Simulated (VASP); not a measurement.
# Si (P2_1) in VASP: single point with PBE

Aim: the single point of Si with PBE.

Program: VASP 6.6.1. These are calculated values, not measurements. Logs are shortened: lines on timing, memory, paths and dates and some standing lists are left out, and cuts for length are marked.

## Step 1: The cell of the first run

Symmetry: P2_1, No. 4, monoclinic system. The conventional cell has a = 3.868 Å, b = 5.470 Å, c = 3.868 Å, α = 90.00°, β = 90.00°, γ = 90.00°. Within 3.1 Å of Si (site symmetry 1) lie 4 Si at 2.31 to 2.42 Å. Si (site symmetry 1) has 4 Si at 2.31 to 2.42 Å within 3.1 Å.

## Step 2: Single point, PBE (atoms displaced along several vibrational modes)

Contents of INCAR:

```
SYSTEM = Si
  PREC = Accurate
  ENCUT = 520
  EDIFF = 1E-7
  ISMEAR = 0
  SIGMA = 0.05
  LREAL = .FALSE.
  LASPH = .TRUE.
  NELM = 100
  ALGO = Normal
  ISIF = 2
  LWAVE = .FALSE.
  LCHARG = .FALSE.
  GGA = PE
  NBANDS = 16
```

Contents of KPOINTS:

```
Automatic mesh
0
G
  8 8 6
  0 0 0
```

Contents of POSCAR:

```
Si
1.0
    0.0000000000     -2.7347607592     -2.7347607592
    0.0000000000      2.7347607592     -2.7347607592
    5.4695215184      0.0000000000      0.0000000000
Si
4
Direct
    0.5117687005      0.5059677533      0.0000000000
   -0.0117687005     -0.0059677533      0.5000000000
    0.9961594067      0.4767732709      0.2500000000
    0.5038405933      0.0232267291      0.7500000000
```

Potentials or basis: VASP PAW PBE potentials, release 64 (Si).

Started as:

```console
$ cat potpaw_PBE.64/Si/POTCAR > POTCAR
$ mpirun -np 1 vasp_std > vasp.out
```

OUTCAR:

```text
SYSTEM = Si
   PREC = Accurate
   ENCUT = 520
   EDIFF = 1E-7
   ISMEAR = 0
   LREAL = .FALSE.
   LASPH = .TRUE.
   NELM = 100
   ISIF = 2
   GGA = PE

 ion  position               nearest neighbor table
   1  0.512  0.506  0.000-   4 2.31   3 2.32   3 2.42   4 2.42
   2  0.988  0.994  0.500-   3 2.31   4 2.32   4 2.42   3 2.42
   3  0.996  0.477  0.250-   2 2.31   1 2.32   1 2.42   2 2.42
   4  0.504  0.023  0.750-   1 2.31   2 2.32   2 2.42   1 2.42

  LATTYP: Found a simple tetragonal cell.
 ALAT       =     3.8675357555
 C/A-ratio  =     1.4142135624

  Lattice vectors:

 A1 = (   0.0000000000,  -2.7347607592,  -2.7347607592)
 A2 = (   0.0000000000,   2.7347607592,  -2.7347607592)
 A3 = (   5.4695215184,   0.0000000000,   0.0000000000)

Analysis of symmetry for initial positions (statically):
=====================================================================
 Subroutine PRICEL returns:
 Original cell was already a primitive cell.

 Routine SETGRP: Setting up the symmetry group for a
 simple tetragonal supercell.

 Subroutine GETGRP returns: Found  2 space group operations
 (whereof  1 operations were pure point group operations)
 out of a pool of 16 trial point group operations.

The static configuration has the point symmetry C_1 .
 The point group associated with its full space group is C_2 .

Analysis of symmetry for dynamics (positions and initial velocities):
=====================================================================
 Subroutine PRICEL returns:
 Original cell was already a primitive cell.

 Routine SETGRP: Setting up the symmetry group for a
 simple tetragonal supercell.

 Subroutine GETGRP returns: Found  2 space group operations
 (whereof  1 operations were pure point group operations)
 out of a pool of 16 trial point group operations.

The dynamic configuration has the point symmetry C_1 .
 The point group associated with its full space group is C_2 .

 Subroutine INISYM returns: Found  2 space group operations
 (whereof  1 operations are pure point group operations),
 and found     1 'primitive' translations

----------------------------------------------------------------------------------------

                                     Primitive cell

  volume of cell :      81.8122

  direct lattice vectors                    reciprocal lattice vectors
     0.000000000 -2.734760759 -2.734760759     0.000000000 -0.182831349 -0.182831349
     0.000000000  2.734760759 -2.734760759     0.000000000  0.182831349 -0.182831349
[... 93 lines left out ...]
   IBRION =     -1    ionic relax: 0-MD 1-quasi-New 2-CG
   NFREE  =      0    steps in history (QN), initial steepest desc. (CG)
   ISIF   =      2    stress and relaxation
   ISYM   =      2    0-nonsym 1-usesym 2-fastsym
   POTIM  = 0.5000    time-step for ionic-motion
   TEBEG  =    0.0;   TEEND  =   0.0 temperature during run
   PSTRESS=    0.0 pullay stress
   NELECT =      16.0000    total number of electrons
   NUPDOWN=      -1.0000    fix difference up-down
   EMIN   =  10.00;   EMAX   =-10.00  energy-range for DOS
   EFERMI =   0.00;   METHOD = LEGACY
   ISMEAR =     0;   SIGMA  =   0.05  broadening in eV -4-tet -1-fermi 0-gaus
   EFERMI_NEDOS =   21; number of points for ismear=-14 and -15
   IALGO  =     38    algorithm
   IMIX   =      4    mixing-type and parameters
     AMIX     =   0.40;   BMIX     =  1.00
     AMIX_MAG =   1.60;   BMIX_MAG =  1.00
  volume/ion in A,a.u.               =      20.45       138.02
  Fermi-wavevector in a.u.,A,eV,Ry     =   0.950259  1.795730 12.285964  0.902993
  Thomas-Fermi vector in A             =   2.078619
   LORBIT       =      0    0 simple, 1 ext, 2 COOP (PROOUT), +10 PAW based schemes
   GGA     = PE    functional components
   LHFCALC =     F    Hartree Fock is set to
   AEXX    =    0.0000 exact exchange contribution
   IVDW    =     0    specifies the selected vdW correction
   LEPSILON=     F    determine dielectric tensor
   LRPA    =     F    only Hartree local field effects (RPA)
 non-spin polarized calculation
 Gauss-broadening in eV      SIGMA  =   0.05
  energy-cutoff  :      520.00
  volume of cell :       81.81
 maximum number of plane-waves:      2248
 NGX is ok and might be reduce to    30
   NGX = 15   NGY = 15   NGZ = 21

 number of electron      16.0000000 magnetization

 Free energy of the ion-electron system (eV)
  ---------------------------------------------------
  ext. energy  EPLUGINS =         0.00000000
  ---------------------------------------------------
  free energy    TOTEN  =       -21.59927114 eV

  energy without entropy =      -21.59927114  energy(sigma->0) =      -21.59927114

 E-fermi :   5.9027     XC(G=0):  -9.3275

 val. band max:        5.6343567359   @ k =   0.0000   0.0000   0.0000
 cond. band min:       6.2225555331   @ k =   0.0000   0.0000   0.1667
 fundamental gap:      0.5881987972
 Fermi energy:         5.9027246320

 k-point     1 :       0.0000    0.0000    0.0000
  band No.  band energies     occupation
      1      -6.2104      2.00000
      2      -2.1503      2.00000
      3      -2.1341      2.00000
      4       2.8127      2.00000
      5       2.8297      2.00000
      6       5.5544      2.00000
[... 433 lines left out ...]
      3      -1.2875      2.00000
      4       0.8930      2.00000
      5       1.7954      2.00000
      6       2.3329      2.00000
[... 8 lines left out ...]
     15      12.3295      0.00000
     16      12.9240      0.00000

 [... further k-points ...]

------------------------ aborting loop because EDIFF is reached ----------------------------------------

  FORCE on cell =-STRESS in cart. coord.  units (eV):
  Direction    XX          YY          ZZ          XY          YZ          ZX
  --------------------------------------------------------------------------------------
  -------------------------------------------------------------------------------------
  Total        0.1889334      0.1507828     -0.0068121      0.0000000     -0.0419014      0.0000000
  in kB        3.6999960      2.9528705     -0.1334060      0.0000000     -0.8205801      0.0000000
  external PRESSURE =       2.1731535 kB  Pullay stress =       0.0000000 kB

 VOLUME and BASIS-vectors are now :
 -----------------------------------------------------------------------------
  energy-cutoff  :      520.00
  volume of cell :       81.81
      direct lattice vectors                 reciprocal lattice vectors
     0.000000000 -2.734760759 -2.734760759     0.000000000 -0.182831349 -0.182831349
     0.000000000  2.734760759 -2.734760759     0.000000000  0.182831349 -0.182831349
     5.469521518  0.000000000  0.000000000     0.182831349  0.000000000  0.000000000

 POSITION                                       TOTAL-FORCE (eV/Angst)
 -----------------------------------------------------------------------------------
      0.00000     -0.01586     -2.78327         0.037930      0.855649      0.058039
      2.73476      0.01586     -5.42102         0.037930     -0.855649     -0.058039
      1.36738     -1.42040     -4.02812        -0.037930      0.159896     -0.983232
      4.10214     -1.31436     -1.44140        -0.037930     -0.159896      0.983232
 -----------------------------------------------------------------------------------
    total drift:                               -0.000003      0.000000     -0.000000

  FREE ENERGIE OF THE ION-ELECTRON SYSTEM (eV)
  ---------------------------------------------------
  free  energy   TOTEN  =       -21.5992711379 eV

  energy  without entropy=      -21.5992711379  energy(sigma->0) =      -21.59927114
```

OSZICAR:

```text
N       E                     dE             d eps       ncg     rms          rms(c)
DAV:   1     0.266960089972E+02    0.26696E+02   -0.59834E+03  4352   0.820E+02
DAV:   2    -0.200047770763E+02   -0.46701E+02   -0.42451E+02  6104   0.120E+02
DAV:   3    -0.219215819555E+02   -0.19168E+01   -0.19008E+01  5728   0.229E+01
DAV:   4    -0.219437725183E+02   -0.22191E-01   -0.22185E-01  5488   0.321E+00
DAV:   5    -0.219441603056E+02   -0.38779E-03   -0.38776E-03  5832   0.401E-01    0.674E+00
DAV:   6    -0.217045813887E+02    0.23958E+00   -0.10216E-01  5056   0.154E+00    0.410E+00
DAV:   7    -0.215965827071E+02    0.10800E+00   -0.21338E-01  5432   0.229E+00    0.256E-01
DAV:   8    -0.215986654603E+02   -0.20828E-02   -0.15623E-02  5184   0.686E-01    0.133E-01
DAV:   9    -0.215991478573E+02   -0.48240E-03   -0.83410E-04  5848   0.171E-01    0.858E-02
DAV:  10    -0.215992447317E+02   -0.96874E-04   -0.12811E-04  5128   0.589E-02    0.390E-02
DAV:  11    -0.215992703333E+02   -0.25602E-04   -0.41323E-05  5272   0.366E-02    0.933E-03
DAV:  12    -0.215992709288E+02   -0.59554E-06   -0.23037E-06  5800   0.803E-03    0.676E-03
DAV:  13    -0.215992712175E+02   -0.28861E-06   -0.45690E-07  5376   0.380E-03    0.235E-03
DAV:  14    -0.215992711379E+02    0.79603E-07   -0.28944E-08  3808   0.111E-03
   1 F= -.21599271E+02 E0= -.21599271E+02  d E =-.242345E-16
```

Wall time 72 s (1 thread of AMD EPYC 9R45 (Zen 5), shared host); peak memory 0.23 GiB.

What came out:

* Free energy: -21.5993 eV
* Pressure: 0.2 GPa
* Largest force: 0.997 eV/Å
* Band gap on the k mesh: 0.59 eV

Forces in eV/Å, atoms in the order of the input:
```
Si   0.038  0.856  0.058
Si   0.038 -0.856 -0.058
Si  -0.038  0.160 -0.983
Si  -0.038 -0.160  0.983
```

Stress tensor (GPa, compression positive):
```
 0.37  0.00  0.00
 0.00  0.30 -0.08
 0.00 -0.08 -0.01
```

Caveat: the cell differs from its parent crystal (atoms displaced along several vibrational modes). A k mesh can miss the band edges.
